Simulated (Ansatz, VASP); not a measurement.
## One calculation of AlNi, two programs

File INCAR:

```
SYSTEM = AlNi
PREC = Accurate
ENCUT = 600
EDIFF = 1E-7
ISMEAR = -1
SIGMA = 1.0
LREAL = .False.
LASPH = .True.
NELM = 120
ALGO = Normal
ISIF = 3
LWAVE = .False.
LCHARG = .False.
GGA = PE
IBRION = 2
NSW = 80
EDIFFG = -0.005
GGA_COMPAT = .False.
NELMIN = 4
```

Contents of KPOINTS:

```
Automatic mesh
0
Gamma
  13 13 13
  0 0 0
```

The input POSCAR:

```
AlNi
1.0
    2.8597113000      0.0000000000      0.0000000000
    0.0000000000      2.8597113000      0.0000000000
    0.0000000000      0.0000000000      2.8597113000
Al Ni
1 1
Direct
    0.5000000000      0.5000000000      0.5000000000
    0.0000000000      0.0000000000      0.0000000000
```

Input for Ansatz:

```yaml
crystal:
  lattice:
    - [2.8597113, 0.0, 0.0]
    - [0.0, 2.8597113, 0.0]
    - [0.0, 0.0, 2.8597113]
  atoms:
    - { symbol: Al, position: [0.5, 0.5, 0.5] }
    - { symbol: Ni, position: [0.0, 0.0, 0.0] }
basis:
  ecutwfc: 420
  xc_grid: 2
hamiltonian:
  xc: pbe
  pseudopotentials: { kind: paw, azcp: { folder: soft_1 } }
kpoints:
  mp_grid: { grid: [13, 13, 13] }
scf:
  occupations: { method: fermi_dirac, width: 1.0 }
  max_iter: 120
relax:
  f_tol: 0.005
  max_steps: 60
  cell: {}
output:
  forces: true
  stress: true
checkpoint:
  write: "../cell.run"
  compress: false
  write_wavefunctions: false
  write_every: 100000
```

Alike in both runs: task relaxation of cell and atoms; functional PBE; k mesh 13 × 13 × 13; occupations fermi-dirac, width 1 eV; no spin polarisation.

|  | VASP | Ansatz |
| --- | --- | --- |
| version | VASP 6.6.1 | Ansatz 0.2.0 |
| potentials or method | VASP PAW PBE potentials, release 64 (Al, Ni), cutoff 600 eV | plane-wave PAW DFT |
| valence electrons in the cell | 13 | 21 |

Ansatz gave:

* relaxed volume (Å³/atom): 13.54
* relaxed cell length with the largest relative difference (Å): 3.003

Problem. What did VASP give for the same quantities?

Solution. Relaxed volume (Å³/atom): 13.53; relaxed cell length with the largest relative difference (Å): 3.003.

VASP's potentials hold 13 valence electrons a cell and Ansatz's 21, so a difference there can come from the potentials and not from the codes.

Noted on VASP's run: the volume moved by over 15 % at a fixed basis, so the end points are rough.
